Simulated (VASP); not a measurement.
Here is a VASP 6.6.1 calculation.

Contents of INCAR:

```
ALGO = Normal
EDIFF = 1E-7
ENCUT = 520
GGA = PE
ISIF = 2
ISMEAR = -1
LASPH = T
LCHARG = F
LREAL = F
LWAVE = F
NBANDS = 11
NELM = 60
PREC = Accurate
SIGMA = 0.05
```

File KPOINTS:

```
k-points
0
Gamma
  10 10 10
```

File POSCAR:

```
AlN
1.0
    0.0000000000      2.1693354430      2.1693354430
    2.1693354430      0.0000000000      2.1693354430
    2.1693354430      2.1693354430      0.0000000000
Al N
1 1
Direct
    0.0000000000      0.0000000000      0.0000000000
    0.2500000000      0.2500000000      0.2500000000
```

Potentials or basis: VASP PAW PBE potentials, release 64 (Al, N).

Run with:

```sh
$ cat potpaw_PBE.64/Al/POTCAR potpaw_PBE.64/N/POTCAR > POTCAR
$ mpirun -np 1 vasp_std > vasp.out
```

Task: What does it give for the band gap on the k mesh?

Result: 3.33 eV, indirect (least direct gap 4.38 eV).

Task: Predict the pressure.

Result: 9.0 GPa.

 A k mesh can miss the band edges.
